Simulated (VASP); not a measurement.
# P (P6_3/mmc) in VASP: further runs

Runs on P. Level: PBEsol. Tasks: single point.

Program: VASP 6.6.1. These are calculated values, not measurements. Logs are shortened: lines on timing, memory, paths and dates and some standing lists are left out, and cuts for length are marked.

## Step 1: The cell of the first run

Symmetry: P6_3/mmc, No. 194, hexagonal system. Conventional cell: a = 2.771 Å, b = 2.771 Å, c = 2.982 Å, α = 90.00°, β = 90.00°, γ = 120.00°. P (site symmetry -6m2) has 14 P at 2.19 to 2.98 Å within 3.0 Å.

This isn't the form of P at room conditions, which is orthorhombic.

## Step 2: Single point, PBEsol (9.91 Å³/atom)

Contents of INCAR:

```
SYSTEM = P
ALGO     = Normal         ! electronic algorithm
EDIFF    = 1E-6           ! SCF threshold, eV
ENCUT    = 520            ! plane-wave cutoff, eV
GGA      = PS             ! functional
ISIF     = 2              ! what is computed and relaxed
ISMEAR   = -1             ! smearing method
LASPH    = .True.         ! aspherical terms in the spheres
LCHARG   = .False.        ! write CHGCAR
LREAL    = .False.        ! projectors in reciprocal space
LWAVE    = .False.        ! write WAVECAR
NBANDS   = 12             ! bands
NELM     = 100            ! most SCF steps
PREC     = Accurate       ! precision mode
SIGMA    = 0.08           ! smearing width, eV
```

Contents of KPOINTS:

```
k-points
0
Gamma
  16 16 9
  0 0 0
```

Contents of POSCAR:

```
P
1.0
    2.7706296334      0.0000000000      0.0000000000
   -1.3853148167      2.3994356470      0.0000000000
    0.0000000000      0.0000000000      2.9815339594
P
2
Direct
    0.3333333333      0.6666666667      0.2500000000
    0.6666666667      0.3333333333      0.7500000000
```

Potentials or basis: VASP PAW PBE potentials, release 64 (P).

Launch:

```sh
$ cat potpaw_PBE.64/P/POTCAR > POTCAR
$ mpirun -np 1 vasp_std > vasp.out
```

OUTCAR:

```text
SYSTEM = P
   EDIFF = 1E-6
   ENCUT = 520
   GGA = PS
   ISIF = 2
   ISMEAR = -1
   LASPH = .True.
   LREAL = .False.
   NELM = 100
   PREC = Accurate

 ion  position               nearest neighbor table
   1  0.333  0.667  0.250-   2 2.19   2 2.19   2 2.19   2 2.19   2 2.19   2 2.19
   2  0.667  0.333  0.750-   1 2.19   1 2.19   1 2.19   1 2.19   1 2.19   1 2.19

  LATTYP: Found a hexagonal cell.
 ALAT       =     2.7706296334
 C/A-ratio  =     1.0761214431

  Lattice vectors:

 A1 = (   2.7706296334,   0.0000000000,   0.0000000000)
 A2 = (  -1.3853148167,   2.3994356470,   0.0000000000)
 A3 = (   0.0000000000,   0.0000000000,   2.9815339594)

Analysis of symmetry for initial positions (statically):
=====================================================================
 Subroutine PRICEL returns:
 Original cell was already a primitive cell.

 Routine SETGRP: Setting up the symmetry group for a
 hexagonal supercell.

 Subroutine GETGRP returns: Found 24 space group operations
 (whereof 12 operations were pure point group operations)
 out of a pool of 24 trial point group operations.

The static configuration has the point symmetry D_3d.
 The point group associated with its full space group is D_6h.

Analysis of symmetry for dynamics (positions and initial velocities):
=====================================================================
 Subroutine PRICEL returns:
 Original cell was already a primitive cell.

 Routine SETGRP: Setting up the symmetry group for a
 hexagonal supercell.

 Subroutine GETGRP returns: Found 24 space group operations
 (whereof 12 operations were pure point group operations)
 out of a pool of 24 trial point group operations.

The dynamic configuration has the point symmetry D_3d.
 The point group associated with its full space group is D_6h.

 Subroutine INISYM returns: Found 24 space group operations
 (whereof 12 operations are pure point group operations),
 and found     1 'primitive' translations

----------------------------------------------------------------------------------------

                                     Primitive cell

  volume of cell :      19.8211

  direct lattice vectors                    reciprocal lattice vectors
     2.770629633  0.000000000  0.000000000     0.360928790  0.208382334  0.000000000
    -1.385314817  2.399435647  0.000000000     0.000000000  0.416764668  0.000000000
     0.000000000  0.000000000  2.981533959     0.000000000  0.000000000  0.335397823

  length of vectors
     2.770629633  2.770629633  2.981533959     0.416764668  0.416764668  0.335397823

  position of ions in fractional coordinates (direct lattice)
     0.333333333  0.666666667  0.250000000
     0.666666667  0.333333333  0.750000000

  ion indices of the primitive-cell ions
   primitive index   ion index
                 1           1
                 2           2

----------------------------------------------------------------------------------------

 KPOINTS: k-points

Automatic generation of k-mesh.
 Grid dimensions read from file:
 generate k-points for:   16   16    9

 Generating k-lattice:

  Cartesian coordinates                     Fractional coordinates (reciprocal lattice)
     0.022558049  0.013023896  0.000000000     0.062500000  0.000000000  0.000000000
     0.000000000  0.026047792  0.000000000     0.000000000  0.062500000  0.000000000
     0.000000000  0.000000000  0.037266425     0.000000000  0.000000000  0.111111111

  Length of vectors
     0.026047792  0.026047792  0.037266425

  Shift w.r.t. Gamma in fractional coordinates (k-lattice)
     0.000000000  0.000000000  0.000000000

 Subroutine IBZKPT returns following result:
 ===========================================

 Found    150 irreducible k-points:

 Following reciprocal coordinates:
            Coordinates               Weight
  0.000000  0.000000  0.000000      1.000000
  0.062500  0.000000  0.000000      6.000000
  0.125000  0.000000  0.000000      6.000000
  0.187500 -0.000000  0.000000      6.000000
  0.250000  0.000000  0.000000      6.000000
  0.312500  0.000000  0.000000      6.000000
[... 16 lines left out ...]
  0.187500  0.187500  0.000000      6.000000
  0.250000  0.187500  0.000000     12.000000
 [... further k-points ...]
   k-points           NKPTS =    150   k-points in BZ     NKDIM =    150   number of bands    NBANDS=     12
   number of dos      NEDOS =    301   number of ions     NIONS =      2
   total plane-waves  NPLWV =  13824
   dimension x,y,z NGX =    24 NGY =   24 NGZ =   24
   dimension x,y,z NGXF=    48 NGYF=   48 NGZF=   48
   ions per type =               2
   NGX,Y,Z   is equivalent  to a cutoff of  14.40, 14.40, 13.38 a.u.
   NGXF,Y,Z  is equivalent  to a cutoff of  28.80, 28.80, 26.76 a.u.
 SYSTEM =  P
   PREC   = accura    normal or accurate (medium, high low for compatibility)
   ISTART =      0    job   : 0-new  1-cont  2-samecut
   ICHARG =      2    charge: 1-file 2-atom 10-const
   ISPIN  =      1    spin polarized calculation?
   LNONCOLLINEAR =      F non collinear calculations
   LSORBIT =      F    spin-orbit coupling
   LASPH  =      T    aspherical Exc in radial PAW
   ENCUT  =  520.0 eV  38.22 Ry    6.18 a.u.   5.15  5.15  5.54*2*pi/ulx,y,z
   NELM   =    100;   NELMIN=  2; NELMDL= -5     # of ELM steps
   EDIFF  = 0.1E-05   stopping-criterion for ELM
   LREAL  =      F    real-space projection
   EDIFFG = 0.1E-04   stopping-criterion for IOM
   NSW    =      0    number of steps for IOM
   IBRION =     -1    ionic relax: 0-MD 1-quasi-New 2-CG
   NFREE  =      0    steps in history (QN), initial steepest desc. (CG)
   ISIF   =      2    stress and relaxation
   ISYM   =      2    0-nonsym 1-usesym 2-fastsym
   POTIM  = 0.5000    time-step for ionic-motion
   TEBEG  =    0.0;   TEEND  =   0.0 temperature during run
   PSTRESS=    0.0 pullay stress
   NELECT =      10.0000    total number of electrons
   NUPDOWN=      -1.0000    fix difference up-down
   EMIN   =  10.00;   EMAX   =-10.00  energy-range for DOS
   EFERMI =   0.00;   METHOD = LEGACY
   ISMEAR =    -1;   SIGMA  =   0.08  broadening in eV -4-tet -1-fermi 0-gaus
   EFERMI_NEDOS =   21; number of points for ismear=-14 and -15
   IALGO  =     38    algorithm
   IMIX   =      4    mixing-type and parameters
     AMIX     =   0.40;   BMIX     =  1.00
     AMIX_MAG =   1.60;   BMIX_MAG =  1.00
  volume/ion in A,a.u.               =       9.91        66.88
  Fermi-wavevector in a.u.,A,eV,Ry     =   1.303264  2.462812 23.109454  1.698497
  Thomas-Fermi vector in A             =   2.434278
   LORBIT       =      0    0 simple, 1 ext, 2 COOP (PROOUT), +10 PAW based schemes
   GGA     = PS    functional components
   LHFCALC =     F    Hartree Fock is set to
   AEXX    =    0.0000 exact exchange contribution
   IVDW    =     0    specifies the selected vdW correction
   LEPSILON=     F    determine dielectric tensor
   LRPA    =     F    only Hartree local field effects (RPA)
 non-spin polarized calculation
  energy-cutoff  :      520.00
  volume of cell :       19.82
 maximum number of plane-waves:       551
 NGX is ok and might be reduce to    24
   NGX = 11   NGY = 11   NGZ = 11

 number of electron      10.0000000 magnetization

 number of electron       9.9999999 magnetization

 Free energy of the ion-electron system (eV)
  ---------------------------------------------------
  ext. energy  EPLUGINS =         0.00000000
  ---------------------------------------------------
  free energy    TOTEN  =        -9.19547724 eV

  energy without entropy =       -9.17969375  energy(sigma->0) =       -9.18758550

 E-fermi :  15.9853     XC(G=0): -13.1606

 val. band max:       15.9595237850   @ k =   0.3125   0.1250   0.0000
 cond. band min:      15.9862410298   @ k =   0.3750   0.1875   0.0000
 fundamental gap:      0.0267172449
 Fermi energy:        15.9852962781

 k-point     1 :       0.0000    0.0000    0.0000
  band No.  band energies     occupation
      1      -5.1274      2.00000
      2       8.8412      2.00000
      3      12.3609      2.00000
      4      15.3058      1.99959
      5      15.3058      1.99959
      6      19.1854      0.00000
      7      19.1854      0.00000
      8      21.0017      0.00000
      9      26.0219      0.00000
     10      28.6784      0.00000
     11      28.6784      0.00000
     12      29.5489      0.00000

 k-point     2 :       0.0625    0.0000    0.0000
  band No.  band energies     occupation
      1      -5.0327      2.00000
      2       8.9253      2.00000
      3      12.4488      2.00000
      4      14.3645      2.00000
      5      14.9424      2.00000
      6      18.9986      0.00000
      7      19.7048      0.00000
      8      21.7336      0.00000
      9      26.5687      0.00000
     10      27.0844      0.00000
     11      28.4357      0.00000
     12      30.7162      0.00000

 k-point     3 :       0.1250    0.0000    0.0000
  band No.  band energies     occupation
      1      -4.7488      2.00000
      2       9.1771      2.00000
      3      12.3529      2.00000
      4      12.8293      2.00000
      5      14.1893      2.00000
      6      18.3173      0.00000
      7      20.9154      0.00000
      8      23.3974      0.00000
      9      25.0829      0.00000
     10      27.3118      0.00000
     11      27.8512      0.00000
     12      30.1163      0.00000
[... 286 lines left out ...]
 k-point    23 :       0.1875    0.1875    0.0000
  band No.  band energies     occupation
      1      -2.6016      2.00000
      2       6.9862      2.00000
      3       9.0611      2.00000
      4      11.0712      2.00000
      5      14.8801      2.00000
      6      19.6211      0.00000
      7      20.9378      0.00000
      8      22.0896      0.00000
      9      23.6948      0.00000
     10      24.0949      0.00000
     11      24.5683      0.00000
     12      33.6931      0.00000

 k-point    24 :       0.2500    0.1875    0.0000
  band No.  band energies     occupation
      1      -1.6906      2.00000
      2       5.5067      2.00000
      3       8.1071      2.00000
      4      11.8628      2.00000
      5      15.7835      1.85147
      6      18.3102      0.00000
      7      20.9382      0.00000
      8      22.6219      0.00000
      9      22.7676      0.00000
     10      23.3413      0.00000
     11      24.4427      0.00000
     12      35.1094      0.00000

 [... further k-points ...]

------------------------ aborting loop because EDIFF is reached ----------------------------------------

  FORCE on cell =-STRESS in cart. coord.  units (eV):
  Direction    XX          YY          ZZ          XY          YZ          ZX
  --------------------------------------------------------------------------------------
  -------------------------------------------------------------------------------------
  Total       10.2582624     10.2582624     10.2984569      0.0000000     -0.0000000      0.0000000
  in kB      829.1957094    829.1957094    832.4447102      0.0000000     -0.0000000      0.0000000
  external PRESSURE =     830.2787097 kB  Pullay stress =       0.0000000 kB

 VOLUME and BASIS-vectors are now :
 -----------------------------------------------------------------------------
  energy-cutoff  :      520.00
  volume of cell :       19.82
      direct lattice vectors                 reciprocal lattice vectors
     2.770629633  0.000000000  0.000000000     0.360928790  0.208382334  0.000000000
    -1.385314817  2.399435647  0.000000000     0.000000000  0.416764668  0.000000000
     0.000000000  0.000000000  2.981533959     0.000000000  0.000000000  0.335397823

 POSITION                                       TOTAL-FORCE (eV/Angst)
 -----------------------------------------------------------------------------------
     -0.00000      1.59962      0.74538         0.000000      0.000000      0.000000
      1.38531      0.79981      2.23615        -0.000000     -0.000000      0.000000
 -----------------------------------------------------------------------------------
    total drift:                               -0.000000      0.000000     -0.000000

  FREE ENERGIE OF THE ION-ELECTRON SYSTEM (eV)
  ---------------------------------------------------
  free  energy   TOTEN  =        -9.1954772445 eV

  energy  without entropy=       -9.1796937472  energy(sigma->0) =       -9.18758550
```

It took 20 s on 1 thread of Intel Xeon 8259CL, shared host; peak memory 0.15 GiB.

What came out:

```yaml
Free_energy: -9.1955 eV
Pressure: 83.0 GPa
Band_gap_on_the_k_mesh: zero (bands 5 and 6 overlap by 10.22 eV)
```

Levels at points of the mesh, in eV from the Fermi level:
| k point | band 3 | band 4 | band 5 | band 6 | band 7 | band 8 |
| --- | --- | --- | --- | --- | --- | --- |
| (0.00, 0.00, 0.00) | -3.62 | -0.68 | -0.68 | 3.20 | 3.20 | 5.02 |
| (0.50, 0.00, 0.00) | -4.58 | -2.83 | -0.71 | -0.26 | 1.88 | 2.54 |

Caveat: the cell stands under pressure; the PAW data sets were made with another functional, which shifts forces and pressure a little.

## Step 3: Single point, PBEsol

This run uses another cell than the first one, of 11.37 Å³/atom.

Contents of INCAR:

```
PREC = Accurate
ENCUT = 520
EDIFF = 1E-6
ISMEAR = -1
SIGMA = 0.08
LREAL = False
LASPH = True
NELM = 100
ALGO = Normal
ISIF = 2
LWAVE = False
LCHARG = True
GGA = PS
LELF = True
LVHAR = True
NBANDS = 12
```

Contents of KPOINTS:

```
Automatic mesh
0
Gamma
  16 16 9
```

Contents of POSCAR:

```
P
1.0
    2.9722283072      0.0000000000      0.0000000000
   -1.4861141536      2.5740252198      0.0000000000
    0.0000000000      0.0000000000      2.9717896652
P
2
Direct
    0.3333333333      0.6666666667      0.2500000000
    0.6666666667      0.3333333333      0.7500000000
```

Potentials or basis: VASP PAW PBE potentials, release 64 (P).

Launch:

```sh
$ cat potpaw_PBE.64/P/POTCAR > POTCAR
$ mpirun -np 1 vasp_std > vasp.out
```

It took 27 s on 1 thread of Intel Xeon 8259CL, shared host; peak memory 0.15 GiB.

The run converged. Its results:

```yaml
Free_energy: -10.2935 eV
Pressure: 40.9 GPa
Band_gap_on_the_k_mesh: zero (bands 5 and 6 overlap by 8.02 eV)
```

Stress tensor (GPa, compression positive):
```
40.89  0.00  0.00
 0.00 40.89  0.00
 0.00  0.00 41.06
```

Levels at points of the mesh, in eV from the Fermi level:
| k point | band 2 | band 3 | band 4 | band 5 | band 6 | band 7 | band 8 | band 9 |
| --- | --- | --- | --- | --- | --- | --- | --- | --- |
| (0.00, 0.00, 0.00) | -5.44 | -2.16 | -1.95 | -1.95 | 2.23 | 2.23 | 2.55 | 8.90 |
| (0.50, 0.00, 0.00) | -13.26 | -5.08 | -1.90 | -1.39 | 0.68 | 2.53 | 3.39 | 8.92 |

Caveat: the cell stands under pressure; the PAW data sets were made with another functional, which shifts forces and pressure a little.
